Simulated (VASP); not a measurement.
Write the native input for VASP 6.6.1 that does the following.

```yaml
Task: single point
Functional: PBE
Potentials_or_basis: VASP PAW PBE potentials, release 64 (Ti_sv, B)
Cutoff: 520 eV
k_mesh: 18 × 18 × 14
Occupations: gaussian, width 0.1 eV
Spin: no spin polarisation
Dipole_correction: no
Further_INCAR_settings: ALGO = Normal; EDIFF = 1e-06; NBANDS = 16
```

The structure of TiB2 lies in POSCAR:

```
TiB2
1.0
    3.0053314484      0.0000000000      0.0000000000
   -1.5026657242      2.6026933811      0.0000000000
    0.0000000000      0.0000000000      3.1828449128
Ti B
1 2
Direct
    0.0000000000      0.0000000000      0.0000000000
    0.3333333333      0.6666666667      0.5000000000
    0.6666666667      0.3333333333      0.5000000000
```

These files were run (other wordings do the same):

INCAR

```
SYSTEM = TiB2
PREC = Accurate ; ENCUT = 520
EDIFF = 1E-6 ; ISMEAR = 0
SIGMA = 0.1 ; LREAL = .FALSE.
LASPH = .TRUE. ; NELM = 100
ALGO = Normal ; ISIF = 2
LWAVE = .FALSE. ; LCHARG = .TRUE.
GGA = PE ; LELF = .TRUE.
LVHAR = .TRUE. ; NBANDS = 16
```

KPOINTS

```
Automatic mesh
0
G
  18 18 14
  0 0 0
```

Potentials or basis: VASP PAW PBE potentials, release 64 (Ti_sv, B).

Command:

```bash
$ cat potpaw_PBE.64/Ti_sv/POTCAR potpaw_PBE.64/B/POTCAR > POTCAR
$ mpirun -np 1 vasp_std > vasp.out
```

Results of the run:

* Pressure: 8.4 GPa
* Band gap on the k mesh: zero (bands 9 and 10 overlap by 0.63 eV)

Caveat: the cell stands under pressure.

It took 53 s on 1 thread of Intel(R) Xeon(R) Platinum 8488C (Sapphire Rapids), with other jobs on the host, peak memory 0.23 GiB.
